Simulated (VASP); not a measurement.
Cd4InO: single point with PBE

The system is Cd4InO.

```xyz
6
Lattice="3.1014 0.0000 0.0000 0.0000 3.1014 0.0000 0.0000 0.0000 13.2552" Properties=species:S:1:pos:R:3 pbc="T T T"
Cd    1.5507    1.5507    4.2168
Cd    1.5507    1.5507   11.8427
Cd    1.5507    1.5507    1.4125
Cd    1.5507    1.5507    9.0385
In    0.0000    0.0000    6.6276
O     0.0000    0.0000    0.0000
```

The cell was built from a structure type or drawn by symmetry, and may not be a known phase.

* Program: VASP 6.6.1
* Task: single point
* Functional: PBE
* Potentials or basis: VASP PAW PBE potentials, release 64 (Cd, In_d, O)
* Cutoff: 520 eV
* k mesh: 12 × 12 × 4
* Occupations: gaussian, width 0.1 eV
* Spin: no spin polarisation

```json
{
 "Pressure": "0.3 GPa",
 "Largest force": "0.034 eV/Å",
 "Band gap on the k mesh": "zero (an odd number of electrons rules out a gap without spin polarisation)"
}
```

Forces on the atoms (eV/Å):
```
Cd   0.000  0.000  0.013
Cd   0.000  0.000 -0.034
Cd   0.000  0.000  0.034
Cd   0.000  0.000 -0.013
In   0.000  0.000  0.000
O    0.000  0.000  0.000
```

Stress tensor (GPa, compression positive):
```
0.25 0.00 0.00
0.00 0.25 0.00
0.00 0.00 0.39
```

Levels at points of the mesh, in eV from the Fermi level:
```tsv
k point	band 32	band 33	band 34	band 35	band 36	band 37
(0.00, 0.00, 0.00)	-2.04	-2.04	-1.91	2.00	2.39	6.81
(0.50, 0.00, 0.00)	-1.93	-1.67	-1.43	-0.19	0.07	2.20
(0.50, 0.50, 0.00)	-0.59	0.71	1.28	1.43	1.43	1.56
(0.00, 0.00, 0.50)	-2.04	-2.04	-0.61	0.23	4.50	5.43
(0.50, 0.00, 0.50)	-2.11	-1.93	-1.67	0.44	0.66	1.01
(0.50, 0.50, 0.50)	-0.59	0.76	1.04	1.63	1.63	2.09
```

Run time: 4.8 min on 1 thread of Intel(R) Xeon(R) Platinum 8488C (Sapphire Rapids), on a shared host, peak memory 0.5 GiB.

Caveat: spin-orbit coupling is left out, which moves the levels of the heavy elements; an odd number of electrons without spin polarisation forces a metal; a magnetic or distorted state may lie lower.
